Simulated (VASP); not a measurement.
# Ta2Al3 (P-3m1) in VASP: a series of runs, part 2 of 2

VASP 6.6.1.

## 3. Relaxation of cell and atoms, PBE

INCAR

```
  PREC = Accurate
  ENCUT = 600
  EDIFF = 1E-6
  ISMEAR = 0
  SIGMA = 0.1
  LREAL = F
  LASPH = T
  NELM = 60
  ALGO = Fast
  ISIF = 3
  LWAVE = F
  LCHARG = F
  GGA = PE
  IBRION = 2
  NSW = 100
  EDIFFG = -0.01
```

KPOINTS

```
Automatic mesh
0
Gamma
  12 12 8
```

POSCAR

```
Ta2Al3
1.0
    4.5214541063      0.0000000000      0.0000000000
   -2.2607270532      3.9156941181      0.0000000000
    0.0000000000      0.0000000000      5.5466868706
Ta Al
2 3
Direct
    0.6666666667      0.3333333333      0.8847188334
    0.3333333333      0.6666666667      0.1152811666
    0.6666666667      0.3333333333      0.3827245156
    0.3333333333      0.6666666667      0.6172754844
    0.0000000000      0.0000000000      0.0000000000
```

Potentials or basis: VASP PAW PBE potentials, release 64 (Ta_pv, Al).

Run with:

```
> cat potpaw_PBE.64/Ta_pv/POTCAR potpaw_PBE.64/Al/POTCAR > POTCAR
> mpirun -np 1 vasp_std > vasp.out
```

OUTCAR:

```text
PREC = Accurate
   ENCUT = 600
   EDIFF = 1E-6
   ISMEAR = 0
   LREAL = F
   LASPH = T
   NELM = 60
   ISIF = 3
   GGA = PE
   IBRION = 2
   NSW = 100
   EDIFFG = -0.01

 ion  position               nearest neighbor table
   1  0.667  0.333  0.885-   5 2.69   5 2.69   5 2.69   3 2.76   3 2.78   2 2.91   2 2.91   2 2.91
                             4 3.00   4 3.00   4 3.00
   2  0.333  0.667  0.115-   5 2.69   5 2.69   5 2.69   4 2.76   4 2.78   1 2.91   1 2.91   1 2.91
                             3 3.00   3 3.00   3 3.00
   3  0.667  0.333  0.383-   1 2.76   1 2.78   4 2.92   4 2.92   4 2.92   2 3.00   2 3.00   2 3.00
                             5 3.36   5 3.36   5 3.36
   4  0.333  0.667  0.617-   2 2.76   2 2.78   3 2.92   3 2.92   3 2.92   1 3.00   1 3.00   1 3.00
                             5 3.36   5 3.36   5 3.36
   5  0.000  0.000  0.000-   1 2.69   2 2.69   1 2.69   2 2.69   1 2.69   2 2.69   3 3.36   4 3.36
                             3 3.36   4 3.36   4 3.36   3 3.36

  LATTYP: Found a hexagonal cell.
 ALAT       =     4.5214541063
 C/A-ratio  =     1.2267484619

  Lattice vectors:

 A1 = (   4.5214541063,   0.0000000000,   0.0000000000)
[... 238 lines left out ...]
 fundamental gap:      0.0149400308
 Fermi energy:         5.2281808028

 k-point     1 :       0.0000    0.0000    0.0000
  band No.  band energies     occupation
      1     -28.7078      2.00000
      2     -28.7078      2.00000
      3     -28.5884      2.00000
      4     -28.4826      2.00000
      5     -28.3639      2.00000
      6     -28.3639      2.00000
[... 505 lines left out ...]
      6     -28.3530      2.00000
[... 11 lines left out ...]
     18       6.6887      0.00000
     19       7.4621      0.00000

 [... further k-points ...]

------------------------ aborting loop because EDIFF is reached ----------------------------------------

  FORCE on cell =-STRESS in cart. coord.  units (eV):
  Direction    XX          YY          ZZ          XY          YZ          ZX
  --------------------------------------------------------------------------------------
  -------------------------------------------------------------------------------------
  Total        0.0000684      0.0000684     -0.0060770     -0.0000000      0.0000000      0.0000000
  in kB        0.0011157      0.0011157     -0.0990889     -0.0000000      0.0000000      0.0000000
  external PRESSURE =      -0.0322858 kB  Pullay stress =       0.0000000 kB

 VOLUME and BASIS-vectors are now :
 -----------------------------------------------------------------------------
  energy-cutoff  :      600.00
  volume of cell :       98.26
      direct lattice vectors                 reciprocal lattice vectors
     4.522865837 -0.000000000  0.000000000     0.221098754  0.127651425 -0.000000000
    -2.261432918  3.916916712 -0.000000000     0.000000000  0.255302850 -0.000000000
     0.000000000  0.000000000  5.546461051    -0.000000000 -0.000000000  0.180295145

 POSITION                                       TOTAL-FORCE (eV/Angst)
 -----------------------------------------------------------------------------------
      2.26143      1.30564      4.90820         0.000000      0.000000      0.003703
     -0.00000      2.61128      0.63826        -0.000000     -0.000000     -0.003703
      2.26143      1.30564      2.12253         0.000000      0.000000      0.001506
     -0.00000      2.61128      3.42393        -0.000000     -0.000000     -0.001506
      0.00000     -0.00000      0.00000         0.000000      0.000000      0.000000
 -----------------------------------------------------------------------------------
    total drift:                                0.000000     -0.000000      0.000000

  FREE ENERGIE OF THE ION-ELECTRON SYSTEM (eV)
  ---------------------------------------------------
  free  energy   TOTEN  =       -34.3541222973 eV

  energy  without entropy=      -34.3354154021  energy(sigma->0) =      -34.34476885

 reached required accuracy - stopping structural energy minimisation
```

OSZICAR:

```text
N       E                     dE             d eps       ncg     rms          rms(c)
DAV:   1     0.207472164253E+03    0.20747E+03   -0.16337E+04  5042   0.159E+03
DAV:   2    -0.259560111308E+02   -0.23343E+03   -0.22766E+03  5833   0.373E+02
DAV:   3    -0.353601368534E+02   -0.94041E+01   -0.88152E+01  6779   0.596E+01
[... 16 lines left out ...]
DAV:   1    -0.343541508798E+02   -0.69927E-04   -0.13245E-02  5708   0.101E+00    0.542E-02
RMM:   2    -0.343541176964E+02    0.33183E-04   -0.62171E-04  5021   0.245E-01    0.212E-02
RMM:   3    -0.343541218168E+02   -0.41203E-05   -0.19989E-04  5033   0.109E-01    0.178E-02
RMM:   4    -0.343541226733E+02   -0.85655E-06   -0.28279E-05  5311   0.494E-02    0.914E-03
RMM:   5    -0.343541222973E+02    0.37606E-06   -0.83935E-06  5170   0.244E-02
   2 F= -.34354122E+02 E0= -.34344769E+02  d E =-.413471E-04
```

It took 4.5 min on 1 thread of AMD EPYC 9R45 (Zen 5), shared host; peak memory 0.42 GiB.

What came out:

* Free energy: -34.3541 eV
* Relaxed volume: 19.65 Å³/atom
* Relaxed cell: a = 4.523 Å, b = 4.523 Å, c = 5.546 Å, α = 90.00°, β = 90.00°, γ = 120.00°
* Space group after relaxing (to 0.1 Å): P-3m1 (No. 164)
* Energy gained by relaxing: 0.0 meV/atom
* Ionic steps: 2
* Pressure after relaxing: 0.0 GPa
* Largest force after relaxing: 0.004 eV/Å
* Band gap on the k mesh: zero (an odd number of electrons rules out a gap without spin polarisation)

Forces on the atoms (eV/Å):
```
Ta   0.000  0.000  0.004
Ta   0.000  0.000 -0.004
Al   0.000  0.000  0.002
Al   0.000  0.000 -0.002
Al   0.000  0.000  0.000
```

Final structure:
```
Ta Al
1.0
     4.52287    0.00000    0.00000
    -2.26143    3.91692    0.00000
     0.00000    0.00000    5.54646
Ta Al
2 3
Direct
  0.66667 0.33333 0.88492
  0.33333 0.66667 0.11508
  0.66667 0.33333 0.38268
  0.33333 0.66667 0.61732
  0.00000 0.00000 0.00000
```

Levels at points of the mesh, in eV from the Fermi level:
| k point | band 13 | band 14 | band 15 | band 16 | band 17 | band 18 | band 19 |
| --- | --- | --- | --- | --- | --- | --- | --- |
| (0.00, 0.00, 0.00) | -1.15 | -0.22 | 0.17 | 0.17 | 1.49 | 1.49 | 1.82 |
| (0.50, 0.00, 0.00) | -1.07 | -0.99 | -0.57 | -0.41 | -0.26 | 1.02 | 1.38 |
| (0.00, 0.00, 0.50) | -1.35 | -0.64 | 0.38 | 0.38 | 1.78 | 2.45 | 2.45 |
| (0.50, 0.00, 0.50) | -0.96 | -0.81 | -0.63 | -0.31 | 0.51 | 2.01 | 2.01 |

Caveat: spin-orbit coupling is left out, which moves the levels of the heavy elements.
